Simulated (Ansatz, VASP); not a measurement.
# Be: VASP beside Ansatz

INCAR

```
ALGO     = Normal         # electronic algorithm
EDIFF    = 1E-8           # SCF threshold, eV
ENCUT    = 520            # plane-wave cutoff, eV
GGA      = CA             # functional
GGA_COMPAT= F            
ISIF     = 2              # what is computed and relaxed
ISMEAR   = -1             # smearing method
LASPH    = T              # aspherical terms in the spheres
LCHARG   = F              # write CHGCAR
LEFG     = T            
LORBIT   = 11             # projections on sites
LORBMOM  = T            
LREAL    = F              # projectors in reciprocal space
LSORBIT  = T              # spin-orbit coupling
LWAVE    = F              # write WAVECAR
MAGMOM   = 0 0 0 0 0 0    # initial moments
NBANDS   = 16             # bands
NELM     = 200            # most SCF steps
PREC     = Accurate       # precision mode
SIGMA    = 0.05           # smearing width, eV
```

KPOINTS

```
k-points
0
Gamma
  20 20 11
```

POSCAR

```
Be
1.0
    2.2995019849      0.0000000000      0.0000000000
   -1.1497509925      1.9914271350      0.0000000000
    0.0000000000      0.0000000000      3.6009000000
Be
2
Direct
    0.3333333333      0.6666666667      0.2500000000
    0.6666666667      0.3333333333      0.7500000000
```

Input for Ansatz:

```yaml
crystal:
  lattice:
    - [2.2995019849, 0.0, 0.0]
    - [-1.1497509925, 1.991427135, 0.0]
    - [0.0, 0.0, 3.6009]
  atoms:
    - { symbol: Be, position: [0.3333333333, 0.6666666667, 0.25] }
    - { symbol: Be, position: [0.6666666667, 0.3333333333, 0.75] }
kpoints:
  mp_grid: { grid: [20, 20, 11] }
  band_path:
    path:
      - [0.0, 0.0, 0.0]
      - [0.5, 0.0, 0.0]
      - [0.3333333333, 0.3333333333, 0.0]
      - [0.0, 0.0, 0.0]
      - [0.0, 0.0, 0.5]
      - [0.5, 0.0, 0.5]
      - [0.3333333333, 0.3333333333, 0.5]
      - [0.0, 0.0, 0.5]
      - [0.5, 0.0, 0.5]
    npoints: 5
scf:
  occupations: { method: fermi_dirac, width: 0.05 }
  mixing: { preconditioner: ldos }
hamiltonian:
  xc: lda
  pseudopotentials: { kind: paw_fr }
output:
  forces: true
  stress: true
  eigenvalues: true
  efg: { contact_densities: true }
  write_density: true
  write_potential: true
  elf: true
  volumetric_format: npy
magnetization:
  noncollinear: true
  spin_orbit: true
```

Alike in both runs: task electric field gradients; functional LDA; k mesh 20 × 20 × 11; occupations fermi-dirac, width 0.05 eV; non-collinear spin, spin-orbit coupling.

|  | VASP | Ansatz |
| --- | --- | --- |
| version | VASP 6.6.1 | Ansatz 0.2.0 |
| potentials or method | VASP PAW LDA potentials, release 64 (Be) | PAW with Ansatz's default frozen-core files, scalar-relativistic |
| plane-wave cutoff (eV) | 520 | 420 |
| valence electrons in the cell | 4 | 4 |

|  | VASP | Ansatz | Ansatz less VASP |
| --- | --- | --- | --- |
| pressure (GPa) | -9.6 | -9.9 | -0.35 |
| traceless stress, the component that is largest in VASP (GPa) | -0.12 | -0.13 | -0.005 |
| net moment per atom (μB) | 0.00 | 0.00 | 0.000 |

LDA's correlation is that of Perdew and Zunger in VASP and of Perdew and Wang (1992) in Ansatz.
